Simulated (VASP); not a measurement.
# NaCl (Pm-3m) in VASP: single point with r2SCAN

Aim: the single point of NaCl with r2SCAN.

Program: VASP 6.6.1. These are calculated values, not measurements. Logs are shortened: lines on timing, memory, paths and dates and some standing lists are left out, and cuts for length are marked.

### Step 1. The cell of the first run

The structure is cubic, space group Pm-3m (No. 221). Conventional cell: a = 2.860 Å, b = 2.860 Å, c = 2.860 Å, α = 90.00°, β = 90.00°, γ = 90.00°. Within 3.3 Å of Na (site symmetry m-3m) lie 8 Cl at 2.48 Å and 6 Na at 2.86 Å. Cl (site symmetry m-3m) has 8 Na at 2.48 Å and 6 Cl at 2.86 Å within 3.3 Å.

### Step 2. Single point, r2SCAN

POSCAR reads:

```
NaCl
1.0
    2.8600000000      0.0000000000      0.0000000000
    0.0000000000      2.8600000000      0.0000000000
    0.0000000000      0.0000000000      2.8600000000
Na Cl
1 1
Direct
    0.0000000000      0.0000000000      0.0000000000
    0.5000000000      0.5000000000      0.5000000000
```

INCAR.step1 reads:

```
PREC = Accurate ; ENCUT = 520
ISMEAR = 0 ; SIGMA = 0.05
LREAL = F ; LASPH = T
NELM = 60 ; NBANDS = 14
GGA = PE ; ALGO = Normal
EDIFF = 1E-4 ; LWAVE = T
LCHARG = F
```

INCAR.step2 reads:

```
PREC = Accurate ; ENCUT = 520
EDIFF = 1E-6 ; ISMEAR = 0
SIGMA = 0.05 ; LREAL = F
LASPH = T ; NELM = 60
ALGO = Normal ; ISIF = 2
LWAVE = F ; LCHARG = F
METAGGA = R2SCAN ; LMIXTAU = T
NBANDS = 14 ; ISTART = 1
```

KPOINTS reads:

```
regular mesh
0
Gamma
  5 5 5
```

Potentials or basis: VASP PAW PBE potentials, release 64 (Na_pv, Cl).

The run is started by

```bash
$ cat potpaw_PBE.64/Na_pv/POTCAR potpaw_PBE.64/Cl/POTCAR > POTCAR
$ cp INCAR.step1 INCAR
$ mpirun -np 1 vasp_std > vasp.out
$ cp INCAR.step2 INCAR
$ mpirun -np 1 vasp_std > vasp.out
```

OUTCAR:

```text
PREC = Accurate
   ENCUT = 520
   EDIFF = 1E-6
   ISMEAR = 0
   LREAL = F
   LASPH = T
   NELM = 60
   ISIF = 2
   METAGGA = R2SCAN
   ISTART = 1

 ion  position               nearest neighbor table
   1  0.000  0.000  0.000-   2 2.48   2 2.48   2 2.48   2 2.48   2 2.48   2 2.48   2 2.48   2 2.48

   2  0.500  0.500  0.500-   1 2.48   1 2.48   1 2.48   1 2.48   1 2.48   1 2.48   1 2.48   1 2.48

  LATTYP: Found a simple cubic cell.
 ALAT       =     2.8600000000

  Lattice vectors:

 A1 = (   2.8600000000,   0.0000000000,   0.0000000000)
 A2 = (   0.0000000000,   2.8600000000,   0.0000000000)
 A3 = (   0.0000000000,   0.0000000000,   2.8600000000)

Analysis of symmetry for initial positions (statically):
=====================================================================
 Subroutine PRICEL returns:
 Original cell was already a primitive cell.

 Routine SETGRP: Setting up the symmetry group for a
 simple cubic supercell.

 Subroutine GETGRP returns: Found 48 space group operations
 (whereof 48 operations were pure point group operations)
 out of a pool of 48 trial point group operations.

The static configuration has the point symmetry O_h .

Analysis of symmetry for dynamics (positions and initial velocities):
=====================================================================
 Subroutine PRICEL returns:
 Original cell was already a primitive cell.

 Routine SETGRP: Setting up the symmetry group for a
 simple cubic supercell.

 Subroutine GETGRP returns: Found 48 space group operations
 (whereof 48 operations were pure point group operations)
 out of a pool of 48 trial point group operations.

The dynamic configuration has the point symmetry O_h .

 Subroutine INISYM returns: Found 48 space group operations
 (whereof 48 operations are pure point group operations),
 and found     1 'primitive' translations

----------------------------------------------------------------------------------------

                                     Primitive cell

  volume of cell :      23.3937

  direct lattice vectors                    reciprocal lattice vectors
     2.860000000  0.000000000  0.000000000     0.349650350  0.000000000  0.000000000
     0.000000000  2.860000000  0.000000000     0.000000000  0.349650350  0.000000000
     0.000000000  0.000000000  2.860000000     0.000000000  0.000000000  0.349650350

  length of vectors
     2.860000000  2.860000000  2.860000000     0.349650350  0.349650350  0.349650350

  position of ions in fractional coordinates (direct lattice)
     0.000000000  0.000000000  0.000000000
     0.500000000  0.500000000  0.500000000

  ion indices of the primitive-cell ions
   primitive index   ion index
                 1           1
                 2           2

----------------------------------------------------------------------------------------

 KPOINTS: regular mesh

Automatic generation of k-mesh.
 Grid dimensions read from file:
 generate k-points for:    5    5    5

 Generating k-lattice:

  Cartesian coordinates                     Fractional coordinates (reciprocal lattice)
     0.069930070  0.000000000  0.000000000     0.200000000  0.000000000  0.000000000
     0.000000000  0.069930070  0.000000000     0.000000000  0.200000000  0.000000000
     0.000000000  0.000000000  0.069930070     0.000000000  0.000000000  0.200000000

  Length of vectors
     0.069930070  0.069930070  0.069930070

  Shift w.r.t. Gamma in fractional coordinates (k-lattice)
     0.000000000  0.000000000  0.000000000

 Subroutine IBZKPT returns following result:
 ===========================================

 Found     10 irreducible k-points:

 Following reciprocal coordinates:
            Coordinates               Weight
  0.000000  0.000000  0.000000      1.000000
  0.200000  0.000000  0.000000      6.000000
  0.400000  0.000000  0.000000      6.000000
  0.200000  0.200000  0.000000     12.000000
  0.400000  0.200000  0.000000     24.000000
  0.400000  0.400000  0.000000     12.000000
  0.200000  0.200000  0.200000      8.000000
  0.400000  0.200000  0.200000     24.000000
  0.400000  0.400000  0.200000     24.000000
  0.400000  0.400000  0.400000      8.000000
   k-points           NKPTS =     10   k-points in BZ     NKDIM =     10   number of bands    NBANDS=     14
   number of dos      NEDOS =    301   number of ions     NIONS =      2
   total plane-waves  NPLWV =  13824
   dimension x,y,z NGX =    24 NGY =   24 NGZ =   24
   dimension x,y,z NGXF=    48 NGYF=   48 NGZF=   48
   ions per type =               1   1
   NGX,Y,Z   is equivalent  to a cutoff of  13.95, 13.95, 13.95 a.u.
   NGXF,Y,Z  is equivalent  to a cutoff of  27.90, 27.90, 27.90 a.u.
 SYSTEM =  unknown system
   PREC   = accura    normal or accurate (medium, high low for compatibility)
   ISTART =      1    job   : 0-new  1-cont  2-samecut
   ICHARG =      0    charge: 1-file 2-atom 10-const
   ISPIN  =      1    spin polarized calculation?
   LNONCOLLINEAR =      F non collinear calculations
   LSORBIT =      F    spin-orbit coupling
   LASPH  =      T    aspherical Exc in radial PAW
   ENCUT  =  520.0 eV  38.22 Ry    6.18 a.u.   5.32  5.32  5.32*2*pi/ulx,y,z
   NELM   =     60;   NELMIN=  2; NELMDL=  0     # of ELM steps
   EDIFF  = 0.1E-05   stopping-criterion for ELM
   LREAL  =      F    real-space projection
   EDIFFG = 0.1E-04   stopping-criterion for IOM
   NSW    =      0    number of steps for IOM
   IBRION =     -1    ionic relax: 0-MD 1-quasi-New 2-CG
   NFREE  =      0    steps in history (QN), initial steepest desc. (CG)
   ISIF   =      2    stress and relaxation
   ISYM   =      2    0-nonsym 1-usesym 2-fastsym
   POTIM  = 0.5000    time-step for ionic-motion
   TEBEG  =    0.0;   TEEND  =   0.0 temperature during run
   PSTRESS=    0.0 pullay stress
   NELECT =      14.0000    total number of electrons
   NUPDOWN=      -1.0000    fix difference up-down
   EMIN   =  10.00;   EMAX   =-10.00  energy-range for DOS
   EFERMI =   0.00;   METHOD = LEGACY
   ISMEAR =     0;   SIGMA  =   0.05  broadening in eV -4-tet -1-fermi 0-gaus
   EFERMI_NEDOS =   21; number of points for ismear=-14 and -15
   IALGO  =     38    algorithm
   IMIX   =      4    mixing-type and parameters
     AMIX     =   0.40;   BMIX     =  1.00
     AMIX_MAG =   1.60;   BMIX_MAG =  1.00
  volume/ion in A,a.u.               =      11.70        78.93
  Fermi-wavevector in a.u.,A,eV,Ry     =   1.379595  2.607056 25.895713  1.903281
  Thomas-Fermi vector in A             =   2.504550
   LORBIT       =      0    0 simple, 1 ext, 2 COOP (PROOUT), +10 PAW based schemes
   METAGGA = R2SCAN    functional components
   LHFCALC =     F    Hartree Fock is set to
   AEXX    =    0.0000 exact exchange contribution
   IVDW    =     0    specifies the selected vdW correction
   LEPSILON=     F    determine dielectric tensor
   LRPA    =     F    only Hartree local field effects (RPA)
 non-spin polarized calculation
 Gauss-broadening in eV      SIGMA  =   0.05
  energy-cutoff  :      520.00
  volume of cell :       23.39
 maximum number of plane-waves:       655
 NGX is ok and might be reduce to    24
   NGX = 11   NGY = 11   NGZ = 11

 number of electron      13.9999997 magnetization

 Free energy of the ion-electron system (eV)
  ---------------------------------------------------
  ext. energy  EPLUGINS =         0.00000000
  ---------------------------------------------------
  free energy    TOTEN  =       -11.39671179 eV

  energy without entropy =      -11.39671179  energy(sigma->0) =      -11.39671179

 E-fermi :   6.6037     XC(G=0): -12.1143

 val. band max:        6.2877270979   @ k =   0.4000   0.4000   0.0000
 cond. band min:      12.4639396186   @ k =   0.4000   0.4000   0.0000
 fundamental gap:      6.1762125207
 Fermi energy:         6.6037177893

 k-point     1 :       0.0000    0.0000    0.0000
  band No.  band energies     occupation
      1     -17.0892      2.00000
      2     -17.0892      2.00000
      3     -17.0892      2.00000
      4     -11.1777      2.00000
      5       5.1739      2.00000
      6       5.1739      2.00000
      7       5.1739      2.00000
      8      13.6705      0.00000
      9      13.6705      0.00000
     10      15.0072      0.00000
     11      25.0270      0.00000
     12      25.0270      0.00000
     13      25.0270      0.00000
     14      30.6333      0.00000

 k-point     2 :       0.2000    0.0000    0.0000
  band No.  band energies     occupation
      1     -17.2426      2.00000
      2     -17.0771      2.00000
      3     -17.0771      2.00000
      4     -10.6745      2.00000
      5       2.7479      2.00000
      6       5.3265      2.00000
      7       5.3265      2.00000
      8      14.3131      0.00000
      9      15.0353      0.00000
     10      17.6795      0.00000
     11      22.6590      0.00000
     12      22.6590      0.00000
     13      25.4817      0.00000
     14      26.3348      0.00000

 k-point     3 :       0.4000    0.0000    0.0000
  band No.  band energies     occupation
      1     -17.4700      2.00000
      2     -17.0573      2.00000
      3     -17.0573      2.00000
      4      -9.7143      2.00000
      5      -0.0807      2.00000
      6       5.5944      2.00000
      7       5.5944      2.00000
      8      15.9233      0.00000
      9      16.4119      0.00000
     10      20.3287      0.00000
     11      20.3287      0.00000
     12      21.3198      0.00000
     13      21.8972      0.00000
     14      26.4204      0.00000
[... 86 lines left out ...]
 k-point     9 :       0.4000    0.4000    0.2000
  band No.  band energies     occupation
      1     -17.3053      2.00000
      2     -17.2844      2.00000
      3     -17.1160      2.00000
      4      -8.5936      2.00000
      5       1.3701      2.00000
      6       1.4209      2.00000
      7       4.2901      2.00000
      8      12.9855      0.00000
      9      16.7081      0.00000
     10      16.7550      0.00000
     11      21.0480      0.00000
     12      25.8741      0.00000
     13      26.6904      0.00000
     14      29.3339      0.00000

 k-point    10 :       0.4000    0.4000    0.4000
  band No.  band energies     occupation
      1     -17.2618      2.00000
      2     -17.2464      2.00000
      3     -17.2464      2.00000
      4      -7.9178      2.00000
      5       1.7427      2.00000
      6       1.7427      2.00000
      7       1.8912      2.00000
      8      13.8215      0.00000
      9      14.0864      0.00000
     10      14.0864      0.00000
     11      26.3930      0.00000
     12      27.2068      0.00000
     13      27.2068      0.00000
     14      28.6753      0.00000

------------------------ aborting loop because EDIFF is reached ----------------------------------------

  FORCE on cell =-STRESS in cart. coord.  units (eV):
  Direction    XX          YY          ZZ          XY          YZ          ZX
  --------------------------------------------------------------------------------------
  -------------------------------------------------------------------------------------
  Total        9.2985670      9.2985670      9.2985670      0.0000000      0.0000000     -0.0000000
  in kB      636.8373239    636.8373239    636.8373239      0.0000000      0.0000000     -0.0000000
  external PRESSURE =     636.8373239 kB  Pullay stress =       0.0000000 kB

 VOLUME and BASIS-vectors are now :
 -----------------------------------------------------------------------------
  energy-cutoff  :      520.00
  volume of cell :       23.39
      direct lattice vectors                 reciprocal lattice vectors
     2.860000000  0.000000000  0.000000000     0.349650350  0.000000000  0.000000000
     0.000000000  2.860000000  0.000000000     0.000000000  0.349650350  0.000000000
     0.000000000  0.000000000  2.860000000     0.000000000  0.000000000  0.349650350

 POSITION                                       TOTAL-FORCE (eV/Angst)
 -----------------------------------------------------------------------------------
      0.00000      0.00000      0.00000         0.000000      0.000000      0.000000
      1.43000      1.43000      1.43000         0.000000      0.000000      0.000000
 -----------------------------------------------------------------------------------
    total drift:                                0.000000     -0.000000     -0.000000

  FREE ENERGIE OF THE ION-ELECTRON SYSTEM (eV)
  ---------------------------------------------------
  free  energy   TOTEN  =       -11.3967117891 eV

  energy  without entropy=      -11.3967117891  energy(sigma->0) =      -11.39671179
```

Run time: 9.4 s. Hardware: 1 thread of Intel Xeon Platinum 8488C (Sapphire Rapids), shared host; peak memory 0.13 GiB.

Results:

```yaml
Free_energy: -11.3967 eV
Pressure: 63.7 GPa
Band_gap_on_the_k_mesh: 6.18 eV, direct
```

Caveat: the k points lie up to 0.44 Å⁻¹ apart; the PAW data sets were made with another functional, which shifts forces and pressure a little.
